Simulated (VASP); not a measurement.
Set up this calculation in VASP 6.6.1, as the native input.

- Task: single point
- Functional: PBE
- Potentials or basis: VASP PAW PBE potentials, release 64 (Cl)
- Cutoff: 520 eV
- k mesh: 14 × 14 × 13
- Occupations: fermi-dirac, width 0.1 eV
- Spin: no spin polarisation
- Dipole correction: no
- Further INCAR settings: ALGO = Normal; EDIFF = 1e-07; NBANDS = 10

The structure of Cl lies in POSCAR:

```
Cl
1.0
    2.9816401525      0.0000000000      0.0000000000
   -1.4908200762      2.5821761170      0.0000000000
    0.0000000000      0.0000000000      2.1961712522
Cl
1
Direct
    0.0000000000      0.0000000000      0.0000000000
```

The input as run:

INCAR

```
ALGO = Normal
EDIFF = 1E-7
ENCUT = 520
GGA = PE
ISIF = 2
ISMEAR = -1
LASPH = True
LCHARG = True
LELF = True
LREAL = False
LVHAR = True
LWAVE = False
NBANDS = 10
NELM = 60
PREC = Accurate
SIGMA = 0.1
```

KPOINTS

```
k-points
0
Gamma
  14 14 13
```

Potentials or basis: VASP PAW PBE potentials, release 64 (Cl).

Command:

```bash
$ cat potpaw_PBE.64/Cl/POTCAR > POTCAR
$ mpirun -np 1 vasp_std > vasp.out
```

It gave:

```
Pressure               : 22.9 GPa
Band gap on the k mesh : zero (an odd number of electrons rules out a gap without spin polarisation)
```

Caveat: the cell stands under pressure; an odd number of electrons without spin polarisation forces a metal; a magnetic or distorted state may lie lower.

It took 25 s on 1 thread of Intel Xeon 8259CL, with other jobs on the host, peak memory 0.14 GiB.
